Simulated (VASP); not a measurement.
# Al5In2Ga4BP12 (P1) in VASP: single point with PBE

Aim: the single point of Al5In2Ga4BP12 with PBE.

All numbers are computed with VASP 6.6.1; they aren't measurements. Logs are shortened: lines on timing, memory, paths and dates and some standing lists are left out, and cuts for length are marked.

## 1. The cell of the first run

The typed cell holds 24 atoms: a = 7.787 Å, b = 7.781 Å, c = 9.516 Å, α = 89.94°, β = 90.11°, γ = 119.97°.

## 2. Single point, PBE

INCAR

```
PREC = Accurate
ENCUT = 520
EDIFF = 1E-6
ISMEAR = 0
SIGMA = 0.1
LREAL = Auto
LASPH = T
NELM = 100
ALGO = Normal
ISIF = 2
LWAVE = F
LCHARG = T
GGA = PE
LELF = T
LVHAR = T
ISYM = 0
NBANDS = 96
```

KPOINTS

```
Automatic mesh
0
Gamma
  3 3 2
```

POSCAR

```
Al5In2Ga4BP12
1.0
   -5.5037241699     -5.5090520443      0.0073150256
   -0.0025756331      5.5042447154      5.5000731172
   -5.4879370168      5.5005934240     -5.4937912364
B Al P Ga In
1 5 12 4 2
Direct
    0.9975990575      0.4996521402      0.0022595939
    0.5019445093      0.0019653328      0.0063061061
    0.9978621518      0.9998142615      0.9985922221
    0.8396580813      0.1759074380      0.6735484665
    0.5018267157      0.5013231397      0.0057725660
    0.1627362321      0.8282410338      0.3179128612
    0.3340348731      0.1676192157      0.9269828778
    0.8502088007      0.2018529625      0.9261316954
    0.6875378647      0.3428267340      0.5740669349
    0.1492782624      0.3302886494      0.5652690595
    0.5039647115      0.5048051673      0.2542955799
    0.9985486212      0.5015533533      0.2148775397
    0.2987995245      0.6499909822      0.9420136347
    0.8502852858      0.6496022978      0.9268656564
    0.6852843423      0.8424759369      0.5957482593
    0.1505273421      0.8223823880      0.5651761927
    0.5038305592      0.0008950638      0.2551480573
    0.9975632025      0.9993103484      0.2459669360
    0.6766797199      0.3395490839      0.3245414261
    0.1619249355      0.3371761259      0.3167977127
    0.8399590672      0.6624824874      0.6738029900
    0.6718173060      0.8365963632      0.3427481043
    0.3349667441      0.1692297863      0.6578155104
    0.3297518445      0.6659423703      0.6755974835
```

Potentials or basis: VASP PAW PBE potentials, release 64 (B, Al, P, Ga_d, In_d).

Command:

```sh
$ cat potpaw_PBE.64/B/POTCAR potpaw_PBE.64/Al/POTCAR potpaw_PBE.64/P/POTCAR potpaw_PBE.64/Ga_d/POTCAR potpaw_PBE.64/In_d/POTCAR > POTCAR
$ mpirun -np 1 vasp_std > vasp.out
```

OUTCAR:

```text
PREC = Accurate
   ENCUT = 520
   EDIFF = 1E-6
   ISMEAR = 0
   LREAL = Auto
   LASPH = T
   NELM = 100
   ISIF = 2
   GGA = PE
   ISYM = 0

 ion  position               nearest neighbor table
   1  0.998  0.500  0.002-  12 2.02  13 2.11  14 2.13   8 2.13
   2  0.502  0.002  0.006-  17 2.37   7 2.37  13 2.46   8 2.48
   3  0.998  1.000  0.999-  18 2.35   7 2.37   8 2.46  14 2.47
   4  0.840  0.176  0.674-  10 2.33   9 2.35  15 2.37   8 2.41
   5  0.502  0.501  0.006-  11 2.37   7 2.37  13 2.46  14 2.48
   6  0.163  0.828  0.318-  16 2.35  18 2.37  17 2.38  12 2.41
[... 14 lines left out ...]
  21  0.840  0.662  0.674-  16 2.34   9 2.36  15 2.38  14 2.41
  22  0.672  0.837  0.343-  18 2.38  17 2.39  11 2.39  15 2.41
  23  0.335  0.169  0.658-  10 2.50  16 2.50   9 2.51   7 2.56  24 3.89  24 3.90
  24  0.330  0.666  0.676-  16 2.49  10 2.50  15 2.52  13 2.54  23 3.89  23 3.90

IMPORTANT INFORMATION: All symmetrisations will be switched off!
NOSYMM: (Re-)initialisation of all symmetry stuff for point group C_1.

----------------------------------------------------------------------------------------

                                     Primitive cell

  volume of cell :     499.5202

  direct lattice vectors                    reciprocal lattice vectors
    -5.503724170 -5.509052044  0.007315026    -0.121101876 -0.060454418  0.060443559
    -0.002575633  5.504244715  5.500073117    -0.060508750  0.060611070  0.121130388
    -5.487937017  5.500593424 -5.493791236    -0.060739187  0.060599880 -0.060674287

  length of vectors
     7.787213088  7.781228747  9.516077073     0.148235707  0.148349525  0.105085505

  position of ions in fractional coordinates (direct lattice)
     0.997599057  0.499652140  0.002259594
     0.501944509  0.001965333  0.006306106
     0.997862152  0.999814261  0.998592222
     0.839658081  0.175907438  0.673548467
     0.501826716  0.501323140  0.005772566
     0.162736232  0.828241034  0.317912861
[... 16 lines left out ...]
     0.334966744  0.169229786  0.657815510
     0.329751845  0.665942370  0.675597483

  ion indices of the primitive-cell ions
   primitive index   ion index
                 1           1
                 2           2
                 3           3
                 4           4
                 5           5
                 6           6
[... 16 lines left out ...]
                23          23
                24          24

----------------------------------------------------------------------------------------

 KPOINTS: Automatic mesh

Automatic generation of k-mesh.
 Grid dimensions read from file:
 generate k-points for:    3    3    2

 Generating k-lattice:

  Cartesian coordinates                     Fractional coordinates (reciprocal lattice)
    -0.040367292 -0.020151473  0.020147853     0.333333333  0.000000000 -0.000000000
    -0.020169583  0.020203690  0.040376796     0.000000000  0.333333333  0.000000000
    -0.030369593  0.030299940 -0.030337143    -0.000000000  0.000000000  0.500000000

  Length of vectors
     0.049411902  0.049449842  0.052542753

  Shift w.r.t. Gamma in fractional coordinates (k-lattice)
     0.000000000  0.000000000  0.000000000

 Subroutine IBZKPT returns following result:
 ===========================================

 Found     10 irreducible k-points:

 Following reciprocal coordinates:
            Coordinates               Weight
  0.000000  0.000000  0.000000      1.000000
  0.333333  0.000000 -0.000000      2.000000
  0.000000  0.333333  0.000000      2.000000
  0.333333  0.333333  0.000000      2.000000
 -0.333333  0.333333  0.000000      2.000000
  0.000000  0.000000  0.500000      1.000000
  0.333333 -0.000000  0.500000      2.000000
 -0.000000  0.333333  0.500000      2.000000
  0.333333  0.333333  0.500000      2.000000
 -0.333333  0.333333  0.500000      2.000000
   k-points           NKPTS =     10   k-points in BZ     NKDIM =     10   number of bands    NBANDS=     96
   number of dos      NEDOS =    301   number of ions     NIONS =     24
   total plane-waves  NPLWV = 259200
   dimension x,y,z NGX =    60 NGY =   60 NGZ =   72
   dimension x,y,z NGXF=   120 NGYF=  120 NGZF=  144
   ions per type =               1   5  12   4   2
   NGX,Y,Z   is equivalent  to a cutoff of  12.81, 12.82, 12.58 a.u.
   NGXF,Y,Z  is equivalent  to a cutoff of  25.62, 25.64, 25.16 a.u.
 SYSTEM =  unknown system
   PREC   = accura    normal or accurate (medium, high low for compatibility)
   ISTART =      0    job   : 0-new  1-cont  2-samecut
   ICHARG =      2    charge: 1-file 2-atom 10-const
   ISPIN  =      1    spin polarized calculation?
   LNONCOLLINEAR =      F non collinear calculations
   LSORBIT =      F    spin-orbit coupling
   LASPH  =      T    aspherical Exc in radial PAW
   ENCUT  =  520.0 eV  38.22 Ry    6.18 a.u.  14.48 14.47 17.69*2*pi/ulx,y,z
   NELM   =    100;   NELMIN=  2; NELMDL= -5     # of ELM steps
   EDIFF  = 0.1E-05   stopping-criterion for ELM
   LREAL  =      T    real-space projection
   EDIFFG = 0.1E-04   stopping-criterion for IOM
   NSW    =      0    number of steps for IOM
   IBRION =     -1    ionic relax: 0-MD 1-quasi-New 2-CG
   NFREE  =      0    steps in history (QN), initial steepest desc. (CG)
   ISIF   =      2    stress and relaxation
   ISYM   =      0    0-nonsym 1-usesym 2-fastsym
   POTIM  = 0.5000    time-step for ionic-motion
   TEBEG  =    0.0;   TEEND  =   0.0 temperature during run
   PSTRESS=    0.0 pullay stress
   NELECT =     156.0000    total number of electrons
   NUPDOWN=      -1.0000    fix difference up-down
   EMIN   =  10.00;   EMAX   =-10.00  energy-range for DOS
   EFERMI =   0.00;   METHOD = LEGACY
   ISMEAR =     0;   SIGMA  =   0.10  broadening in eV -4-tet -1-fermi 0-gaus
   EFERMI_NEDOS =   21; number of points for ismear=-14 and -15
   IALGO  =     38    algorithm
   IMIX   =      4    mixing-type and parameters
     AMIX     =   0.40;   BMIX     =  1.00
     AMIX_MAG =   1.60;   BMIX_MAG =  1.00
  volume/ion in A,a.u.               =      20.81       140.46
  Fermi-wavevector in a.u.,A,eV,Ry     =   1.110705  2.098928 16.785035  1.233665
  Thomas-Fermi vector in A             =   2.247260
   LORBIT       =      0    0 simple, 1 ext, 2 COOP (PROOUT), +10 PAW based schemes
   GGA     = PE    functional components
   LHFCALC =     F    Hartree Fock is set to
   AEXX    =    0.0000 exact exchange contribution
   IVDW    =     0    specifies the selected vdW correction
   LEPSILON=     F    determine dielectric tensor
   LRPA    =     F    only Hartree local field effects (RPA)
 non-spin polarized calculation
 Gauss-broadening in eV      SIGMA  =   0.10
  energy-cutoff  :      520.00
  volume of cell :      499.52
 maximum number of plane-waves:     13453
 NGX is ok and might be reduce to    60
   NGX = 29   NGY = 29   NGZ = 35

 number of electron     155.9999992 magnetization

 Free energy of the ion-electron system (eV)
  ---------------------------------------------------
  ext. energy  EPLUGINS =         0.00000000
  ---------------------------------------------------
  free energy    TOTEN  =      -116.17596684 eV

  energy without entropy =     -116.17596684  energy(sigma->0) =     -116.17596684

 E-fermi :   5.3633     XC(G=0):  -9.4561

 val. band max:        4.8962742304   @ k =   0.0000   0.0000   0.0000
 cond. band min:       5.8611287709   @ k =   0.0000   0.0000   0.5000
 fundamental gap:      0.9648545405
 Fermi energy:         5.3633072294

 k-point     1 :       0.0000    0.0000    0.0000
  band No.  band energies     occupation
      1      -9.7545      2.00000
      2      -9.7423      2.00000
      3      -9.7279      2.00000
      4      -9.6997      2.00000
      5      -9.6830      2.00000
      6      -9.6777      2.00000
[... 82 lines left out ...]
     89       7.5627      0.00000
     90       7.6256      0.00000

 k-point     2 :       0.3333    0.0000   -0.0000
  band No.  band energies     occupation
      1      -9.7489      2.00000
      2      -9.7411      2.00000
      3      -9.7256      2.00000
      4      -9.6962      2.00000
      5      -9.6838      2.00000
      6      -9.6799      2.00000
[... 733 lines left out ...]
     89       8.6143      0.00000
     90       8.7847      0.00000

 k-point    10 :      -0.3333    0.3333    0.5000
  band No.  band energies     occupation
      1      -9.7492      2.00000
      2      -9.7414      2.00000
      3      -9.7255      2.00000
      4      -9.6959      2.00000
      5      -9.6835      2.00000
      6      -9.6792      2.00000
[... 82 lines left out ...]
     89       8.1496      0.00000
     90       8.1940      0.00000
 [bands above 90 left out]

------------------------ aborting loop because EDIFF is reached ----------------------------------------

  FORCE on cell =-STRESS in cart. coord.  units (eV):
  Direction    XX          YY          ZZ          XY          YZ          ZX
  --------------------------------------------------------------------------------------
  -------------------------------------------------------------------------------------
  Total       -0.2226090     -0.1976545     -0.1658604      0.1052230      0.0859829      0.0472270
  in kB       -0.7140033     -0.6339635     -0.5319860      0.3374957      0.2757843      0.1514774
  external PRESSURE =      -0.6266510 kB  Pullay stress =       0.0000000 kB

 VOLUME and BASIS-vectors are now :
 -----------------------------------------------------------------------------
  energy-cutoff  :      520.00
  volume of cell :      499.52
      direct lattice vectors                 reciprocal lattice vectors
    -5.503724170 -5.509052044  0.007315026    -0.121101876 -0.060454418  0.060443559
    -0.002575633  5.504244715  5.500073117    -0.060508750  0.060611070  0.121130388
    -5.487937017  5.500593424 -5.493791236    -0.060739187  0.060599880 -0.060674287

 POSITION                                       TOTAL-FORCE (eV/Angst)
 -----------------------------------------------------------------------------------
     -5.50420     -2.73319      2.74301        -0.024437     -0.004066     -0.024648
     -2.79718     -2.71973     -0.02016        -0.015266     -0.013540     -0.006033
    -10.97474      5.49880      0.02029        -0.015659     -0.000885     -0.005563
     -8.31809      0.04743     -2.72669        -0.003607      0.001053      0.011764
     -2.79489      0.02657      2.72927        -0.009827     -0.006400     -0.010991
     -2.64247      5.41103      2.81003        -0.008273     -0.006393      0.001461
[... 16 lines left out ...]
     -5.45405      2.70451     -2.68067         0.000431     -0.010503     -0.011230
     -5.52421      5.56508     -0.04645        -0.001683     -0.003534     -0.008245
 -----------------------------------------------------------------------------------
    total drift:                               -0.010926     -0.004109     -0.010708

  FREE ENERGIE OF THE ION-ELECTRON SYSTEM (eV)
  ---------------------------------------------------
  free  energy   TOTEN  =      -116.1759668450 eV

  energy  without entropy=     -116.1759668450  energy(sigma->0) =     -116.17596684
```

It took 12 min on 1 thread of AMD EPYC 7R13 (Zen 3), shared host; peak memory 0.72 GiB.

What came out:

* Free energy: -116.1760 eV
* Pressure: -0.1 GPa
* Largest force: 0.035 eV/Å
* Band gap on the k mesh: 0.96 eV (least direct gap 1.08 eV)

Forces in eV/Å, atoms in the order of the input:
```
B   -0.024 -0.004 -0.025
Al  -0.015 -0.014 -0.006
Al  -0.016 -0.001 -0.006
Al  -0.004  0.001  0.012
Al  -0.010 -0.006 -0.011
Al  -0.008 -0.006  0.001
P    0.006  0.011  0.004
P    0.014  0.009  0.007
P    0.005  0.007  0.005
P   -0.004 -0.004 -0.012
P    0.017  0.004  0.016
P    0.013 -0.007  0.025
P    0.008  0.009  0.014
P    0.016  0.010  0.014
P    0.004  0.012  0.007
P    0.003 -0.013 -0.003
P    0.020  0.007  0.007
P    0.016  0.005  0.007
Ga  -0.011 -0.002 -0.013
Ga  -0.011 -0.006 -0.007
Ga  -0.009  0.007 -0.003
Ga  -0.010 -0.004 -0.012
In   0.000 -0.011 -0.011
In  -0.002 -0.004 -0.008
```

Caveat: spin-orbit coupling is left out, which moves the levels of the heavy elements; an odd mesh through Γ misses points on the zone boundary, where band edges can lie.
